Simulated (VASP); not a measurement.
CoO, 2 atoms in the cell. It takes space group I4/mmm (No. 139, tetragonal). Conventional cell: a = 3.016 Å, b = 3.016 Å, c = 4.299 Å, α = 90.00°, β = 90.00°, γ = 90.00°. Co (site symmetry 4/mmm) has 6 O at 2.13 to 2.15 Å within 2.8 Å. Within 2.8 Å of O (site symmetry 4/mmm) lie 6 Co at 2.13 to 2.15 Å.  This cell differs from its parent crystal: zz strain of +2 %.

- Program: VASP 6.6.1
- Task: single point
- Functional: PBE
- Potentials or basis: VASP PAW PBE potentials, release 64 (Co, O)
- Cutoff: 600 eV
- k mesh: 13 × 13 × 15
- Occupations: fermi-dirac, width 0.03 eV
- Spin: collinear spin, ferromagnetic start
- Starting moments: [2.0, 0.0] μB
- Dipole correction: no
- Further INCAR settings: ALGO = Normal; EDIFF = 1e-06; NBANDS = 18; ISYM = 0

Potentials or basis: VASP PAW PBE potentials, release 64 (Co, O).

Command:

```sh
$ cat potpaw_PBE.64/Co/POTCAR potpaw_PBE.64/O/POTCAR > POTCAR
$ mpirun -np 4 vasp_std > vasp.out
```

Hardware: 4 MPI ranks on Intel(R) Xeon(R) Platinum 8259CL CPU @ 2.50GHz (Skylake/Cascade Lake) (shared host).

How long does it take, and how much memory?

Run time: 3.7 min on 4 MPI ranks on Intel(R) Xeon(R) Platinum 8259CL CPU @ 2.50GHz (Skylake/Cascade Lake), with other jobs on the host, peak memory 0.83 GiB a rank. Counts: scf iterations 19, k points 1268.
